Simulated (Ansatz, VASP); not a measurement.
# AlN in VASP and in Ansatz

```
CELL_PARAMETERS angstrom
3.11100 0.00000 0.00000
-1.55550 2.69421 0.00000
0.00000 0.00000 4.97800
ATOMIC_POSITIONS crystal
Al 0.33333 0.66667 0.00000
Al 0.66667 0.33333 0.50000
N 0.33333 0.66667 0.38500
N 0.66667 0.33333 0.88500
```

Alike in both runs: task electric field gradients; functional PBEsol; k mesh 10 × 10 × 6; occupations fermi-dirac, width 0.03 eV; no spin polarisation.

|  | VASP | Ansatz |
| --- | --- | --- |
| version | VASP 6.6.1 | Ansatz 0.2.0 |
| potentials or method | VASP PAW PBE potentials, release 64 (Al, N), cutoff 520 eV | all-electron PAW with datasets made for the crystal, scalar-relativistic |

|  | VASP | Ansatz | Ansatz less VASP |
| --- | --- | --- | --- |
| gap on the k mesh at the Fermi level (eV) | 4.09 | 4.08 | -0.006 |
| pressure (GPa) | 0.5 | 0.4 | -0.12 |
| traceless stress, the component that is largest in VASP (GPa) | -1.33 | -1.30 | +0.031 |
| rms of the force components (eV/Å) | 0.103 | 0.102 | -0.0005 |
| size of Vzz on the site where it differs most (V/Å²) | 8.5 | 8.2 | -0.28 |

VASP's potentials were made for PBE, not for PBEsol. Atom by atom the forces differ by 0.000 eV/Å (rms over components). Ansatz ran all-electron here, and VASP with PAW potentials.
